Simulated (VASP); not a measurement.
Wanted: the native input for a VASP 6.6.1 run.

```yaml
Task: relaxation of cell and atoms
Functional: PBE
Potentials_or_basis: VASP PAW PBE potentials, release 64 (Al, N)
Cutoff: 600 eV
k_mesh: 6 × 6 × 4
Occupations: gaussian, width 0.1 eV
Spin: no spin polarisation
Dipole_correction: no
Further_INCAR_settings: ALGO = Normal; EDIFF = 1e-07; IBRION = 2; EDIFFG = -0.04; NSW = 90; ISIF = 3
```

The structure of AlN lies in POSCAR:

```
AlN
1.0
    3.1110022100      0.0000000000      0.0000000000
   -1.5555011100      2.6942069500      0.0000000000
    0.0000000000      0.0000000000      4.9780001600
Al N
2 2
Direct
    0.3333333300      0.6666666700      0.0000000000
    0.6666666700      0.3333333300      0.5000000000
    0.3333333300      0.6666666700      0.3849999900
    0.6666666700      0.3333333300      0.8849999900
```

One way to write it, as run:

INCAR

```
PREC = Accurate ; ENCUT = 600
EDIFF = 1E-7 ; ISMEAR = 0
SIGMA = 0.1 ; LREAL = False
LASPH = True ; NELM = 100
ALGO = Normal ; ISIF = 3
LWAVE = False ; LCHARG = False
GGA = PE ; IBRION = 2
NSW = 90 ; EDIFFG = -0.04
```

KPOINTS

```
Automatic mesh
0
Gamma
  6 6 4
```

Potentials or basis: VASP PAW PBE potentials, release 64 (Al, N).

The run is started by

```console
$ cat potpaw_PBE.64/Al/POTCAR potpaw_PBE.64/N/POTCAR > POTCAR
$ mpirun -np 1 vasp_std > vasp.out
```

It gave:

```
Relaxed volume                         : 10.62 Å³/atom
Relaxed cell                           : a = 3.133 Å, b = 3.133 Å, c = 4.998 Å, α = 90.00°, β = 90.00°, γ = 120.00°
Space group after relaxing (to 0.05 Å) : P6_3mc (No. 186)
Energy gained by relaxing              : 2.7 meV/atom
Ionic steps                            : 3
Pressure after relaxing                : -0.1 GPa
Largest force after relaxing           : 0.040 eV/Å
Band gap on the k mesh                 : 4.03 eV, direct
```

Wall time 68 s on 1 thread of AMD EPYC 7R13, on a shared host, peak memory 0.15 GiB.
